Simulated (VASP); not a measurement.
# Fe (P6_3/mmc) in VASP: a series of runs

The runs below take Fe through density of states, with PBEsol.

Everything below comes from runs of VASP 6.6.1. Logs are shortened: lines on timing, memory, paths and dates and some standing lists are left out, and cuts for length are marked.

### 1 The cell of the first run

It takes space group P6_3/mmc (No. 194, hexagonal). Conventional cell: a = 2.347 Å, b = 2.347 Å, c = 3.797 Å, α = 90.00°, β = 90.00°, γ = 120.00°. Fe (site symmetry -6m2) has 12 Fe at 2.33 to 2.35 Å within 3.1 Å.

### 2 Density of states, PBEsol, collinear spin, ferromagnetic start

Input file POSCAR:

```
Fe
1.0
    2.3470000000      0.0000000000      0.0000000000
   -1.1735000000      2.0325616227      0.0000000000
    0.0000000000      0.0000000000      3.7970000000
Fe
2
Direct
    0.3333333333      0.6666666667      0.2500000000
    0.6666666667      0.3333333333      0.7500000000
```

Input file INCAR.step1:

```
SYSTEM = Fe
PREC = Accurate
ENCUT = 520
EDIFF = 1E-7
ISMEAR = -1
SIGMA = 0.1
LREAL = .False.
LASPH = .True.
NELM = 150
ALGO = Normal
ISIF = 2
LWAVE = .False.
LCHARG = .True.
ISPIN = 2
MAGMOM = 3 3
LMAXMIX = 4
GGA = PS
NBANDS = 19
```

Input file KPOINTS.step1:

```
Automatic mesh
0
Gamma
  14 14 8
  0 0 0
```

Input file INCAR.step2:

```
SYSTEM = Fe
PREC = Accurate
ENCUT = 520
EDIFF = 1E-7
ISMEAR = -5
SIGMA = 0.1
LREAL = .False.
LASPH = .True.
NELM = 150
ALGO = Normal
ISIF = 2
LWAVE = .False.
LCHARG = .False.
ISPIN = 2
MAGMOM = 3 3
LORBIT = 11
LMAXMIX = 4
GGA = PS
NBANDS = 19
NEDOS = 2001
ICHARG = 11
```

Input file KPOINTS.step2:

```
Automatic mesh
0
Gamma
  21 21 12
  0 0 0
```

Potentials or basis: VASP PAW PBE potentials, release 64 (Fe).

Command:

```sh
$ cat potpaw_PBE.64/Fe/POTCAR > POTCAR
$ cp INCAR.step1 INCAR
$ cp KPOINTS.step1 KPOINTS
$ mpirun -np 1 vasp_std > vasp.out
$ cp INCAR.step2 INCAR
$ cp KPOINTS.step2 KPOINTS
$ mpirun -np 1 vasp_std > vasp.out
```

OUTCAR:

```text
SYSTEM = Fe
   PREC = Accurate
   ENCUT = 520
   EDIFF = 1E-7
   ISMEAR = -5
   LREAL = .False.
   LASPH = .True.
   NELM = 150
   ISIF = 2
   ISPIN = 2
   LORBIT = 11
   GGA = PS
   ICHARG = 11

 ion  position               nearest neighbor table
   1  0.333  0.667  0.250-   2 2.33   2 2.33   2 2.33   2 2.33   2 2.33   2 2.33
   2  0.667  0.333  0.750-   1 2.33   1 2.33   1 2.33   1 2.33   1 2.33   1 2.33

  LATTYP: Found a hexagonal cell.
 ALAT       =     2.3470000000
 C/A-ratio  =     1.6178099702

  Lattice vectors:

 A1 = (   2.3470000000,   0.0000000000,   0.0000000000)
 A2 = (  -1.1735000000,   2.0325616227,   0.0000000000)
 A3 = (   0.0000000000,   0.0000000000,   3.7970000000)

Analysis of symmetry for initial positions (statically):
=====================================================================
 Subroutine PRICEL returns:
 Original cell was already a primitive cell.

 Routine SETGRP: Setting up the symmetry group for a
 hexagonal supercell.

 Subroutine GETGRP returns: Found 24 space group operations
 (whereof 12 operations were pure point group operations)
 out of a pool of 24 trial point group operations.

The static configuration has the point symmetry D_3d.
 The point group associated with its full space group is D_6h.

Analysis of symmetry for dynamics (positions and initial velocities):
=====================================================================
 Subroutine PRICEL returns:
 Original cell was already a primitive cell.

 Routine SETGRP: Setting up the symmetry group for a
 hexagonal supercell.

 Subroutine GETGRP returns: Found 24 space group operations
 (whereof 12 operations were pure point group operations)
 out of a pool of 24 trial point group operations.

The dynamic configuration has the point symmetry D_3d.
 The point group associated with its full space group is D_6h.

Analysis of structural, dynamic, and magnetic symmetry:
=====================================================================
 Subroutine PRICEL returns:
 Original cell was already a primitive cell.

 Routine SETGRP: Setting up the symmetry group for a
 hexagonal supercell.

 Subroutine GETGRP returns: Found 24 space group operations
 (whereof 12 operations were pure point group operations)
 out of a pool of 24 trial point group operations.

The overall configuration has the point symmetry D_3d.
 The point group associated with its full space group is D_6h.

 Subroutine INISYM returns: Found 24 space group operations
 (whereof 12 operations are pure point group operations),
 and found     1 'primitive' translations

[... 112 lines left out ...]
   EFERMI_NEDOS =   21; number of points for ismear=-14 and -15
   IALGO  =     38    algorithm
   IMIX   =      4    mixing-type and parameters
     AMIX     =   0.40;   BMIX     =  1.00
     AMIX_MAG =   1.60;   BMIX_MAG =  1.00
  volume/ion in A,a.u.               =       9.06        61.12
  Fermi-wavevector in a.u.,A,eV,Ry     =   1.570781  2.968346 33.570383  2.467354
  Thomas-Fermi vector in A             =   2.672463
   LORBIT       =     11    0 simple, 1 ext, 2 COOP (PROOUT), +10 PAW based schemes
   GGA     = PS    functional components
   LHFCALC =     F    Hartree Fock is set to
   AEXX    =    0.0000 exact exchange contribution
   IVDW    =     0    specifies the selected vdW correction
   LEPSILON=     F    determine dielectric tensor
   LRPA    =     F    only Hartree local field effects (RPA)
 spin polarized calculation
 Fermi weights with tetrahedron method with Bloechl corrections
  energy-cutoff  :      520.00
  volume of cell :       18.11
 maximum number of plane-waves:       513
 NGX is ok and might be reduce to    18

 number of electron      15.9999993 magnetization       0.0000295

 Free energy of the ion-electron system (eV)
  ---------------------------------------------------
  ext. energy  EPLUGINS =         0.00000000
  ---------------------------------------------------
  free energy    TOTEN  =       -17.72940653 eV

  energy without entropy =      -17.72940653  energy(sigma->0) =      -17.72940653

 E-fermi :   8.1647     XC(G=0): -14.6572

 val. band max:        8.4134789815   @ k =   0.0000   0.0000   0.0000
 cond. band min:       8.1326224804   @ k =   0.4286   0.0476   0.5000
 fundamental gap:     -0.2808565011
 Fermi energy:         8.1646590126

 spin component 1

 k-point     1 :       0.0000    0.0000    0.0000
  band No.  band energies     occupation
      1      -1.4877      1.00000
      2       2.4507      1.00000
      3       6.1719      1.00000
      4       6.2084      1.00000
      5       6.2085      1.00000
      6       6.7283      1.00000
[... 517 lines left out ...]
     18      33.7670      0.00000
     19      36.8351      0.00000

 [... further k-points ...]

 spin component 2

 k-point     1 :       0.0000    0.0000    0.0000
  band No.  band energies     occupation
      1      -1.4877      1.00000
      2       2.4507      1.00000
      3       6.1720      1.00000
      4       6.2085      1.00000
      5       6.2085      1.00000
      6       6.7283      1.00000
[... 517 lines left out ...]
     18      33.7670      0.00000
     19      36.8350      0.00000

 [... further k-points ...]
[... 5 lines left out ...]
  --------------------------------------------------------------------------------------
  -------------------------------------------------------------------------------------
  Total        3.6791384      3.6791384      2.1100540      0.0000000      0.0000000      0.0000000
  in kB      325.4312814    325.4312814    186.6408692      0.0000000      0.0000000      0.0000000
  external PRESSURE =     279.1678107 kB  Pullay stress =       0.0000000 kB

 VOLUME and BASIS-vectors are now :
 -----------------------------------------------------------------------------
  energy-cutoff  :      520.00
  volume of cell :       18.11
      direct lattice vectors                 reciprocal lattice vectors
     2.347000000  0.000000000  0.000000000     0.426075841  0.245995002  0.000000000
    -1.173500000  2.032561623  0.000000000     0.000000000  0.491990004  0.000000000
     0.000000000  0.000000000  3.797000000     0.000000000  0.000000000  0.263365815

 POSITION                                       TOTAL-FORCE (eV/Angst)
 -----------------------------------------------------------------------------------
     -0.00000      1.35504      0.94925         0.000000     -0.000000      0.000000
      1.17350      0.67752      2.84775        -0.000000      0.000000      0.000000
 -----------------------------------------------------------------------------------
    total drift:                                0.000000     -0.000000     -0.000000

  FREE ENERGIE OF THE ION-ELECTRON SYSTEM (eV)
  ---------------------------------------------------
  free  energy   TOTEN  =       -17.7294065280 eV

  energy  without entropy=      -17.7294065280  energy(sigma->0) =      -17.72940653

 total charge

# of ion       s       p       d       tot
------------------------------------------
    1        0.603   0.776   6.473   7.852
    2        0.603   0.776   6.473   7.852
--------------------------------------------------
tot          1.206   1.552  12.946  15.704

 magnetization (x)

# of ion       s       p       d       tot
------------------------------------------
    1       -0.000  -0.000   0.000   0.000
    2       -0.000  -0.000   0.000   0.000
--------------------------------------------------
tot         -0.000  -0.000   0.000   0.000
```

It took 3 min on 1 thread of Intel Xeon Platinum 8259CL at 2.50GHz (Skylake/Cascade Lake), shared host; peak memory 0.29 GiB.

Results:

```yaml
Net_moment: 0.00 μB per cell
Valence_electrons_inside_the_program's_atomic_spheres: Fe 7.85
```

Caveat: the starting moments collapsed, and a magnetic state may lie lower; the PAW data sets were made with another functional, which shifts forces and pressure a little; tetrahedron occupations give inexact forces and stress in metals.

### 3 Density of states, PBEsol, collinear spin, ferromagnetic start

POSCAR is that of step 2.

Input file INCAR.step1:

```
PREC = Accurate
ENCUT = 520
EDIFF = 1E-7
ISMEAR = -1
SIGMA = 0.1
LREAL = False
LASPH = True
NELM = 150
ALGO = Normal
ISIF = 2
LWAVE = False
LCHARG = True
ISPIN = 2
MAGMOM = 3 3
LMAXMIX = 4
GGA = PS
NBANDS = 19
```

Input file KPOINTS.step1:

```
Automatic mesh
0
Gamma
  14 14 8
```

Input file INCAR.step2:

```
PREC = Accurate
ENCUT = 520
EDIFF = 1E-7
ISMEAR = -5
SIGMA = 0.1
LREAL = False
LASPH = True
NELM = 150
ALGO = Normal
ISIF = 2
LWAVE = False
LCHARG = False
ISPIN = 2
MAGMOM = 3 3
LORBIT = 11
LMAXMIX = 4
GGA = PS
NBANDS = 19
NEDOS = 1001
ICHARG = 11
```

Input file KPOINTS.step2:

```
Automatic mesh
0
Gamma
  21 21 12
```

Potentials or basis: VASP PAW PBE potentials, release 64 (Fe).

Command:

```sh
$ cat potpaw_PBE.64/Fe/POTCAR > POTCAR
$ cp INCAR.step1 INCAR
$ cp KPOINTS.step1 KPOINTS
$ mpirun -np 1 vasp_std > vasp.out
$ cp INCAR.step2 INCAR
$ cp KPOINTS.step2 KPOINTS
$ mpirun -np 1 vasp_std > vasp.out
```

It took 2.8 min on 1 thread of Intel Xeon Platinum 8259CL at 2.50GHz (Skylake/Cascade Lake), shared host; peak memory 0.29 GiB.

The run converged. Its results:

```
Net moment                                            : 0.00 μB per cell
Valence electrons inside the program's atomic spheres : Fe 7.85
```

Levels at points of the mesh, in eV from the Fermi level:
Spin up:
| k point | band 5 | band 6 | band 7 | band 8 | band 9 | band 10 | band 11 | band 12 |
| --- | --- | --- | --- | --- | --- | --- | --- | --- |
| (0.00, 0.00, 0.00) | -1.96 | -1.44 | -1.44 | -0.87 | -0.87 | 0.25 | 0.85 | 0.85 |
| (0.00, 0.00, 0.50) | -2.05 | -2.05 | -2.05 | -2.05 | 0.38 | 0.38 | 0.38 | 0.38 |
Spin down:
| k point | band 6 | band 7 | band 8 | band 9 | band 10 | band 11 |
| --- | --- | --- | --- | --- | --- | --- |
| (0.00, 0.00, 0.00) | -1.44 | -1.44 | -0.87 | -0.87 | 0.25 | 0.85 |
| (0.00, 0.00, 0.50) | -2.05 | -2.05 | -2.05 | 0.38 | 0.38 | 0.38 |

Caveat: the starting moments collapsed, and a magnetic state may lie lower; the PAW data sets were made with another functional, which shifts forces and pressure a little; tetrahedron occupations give inexact forces and stress in metals.
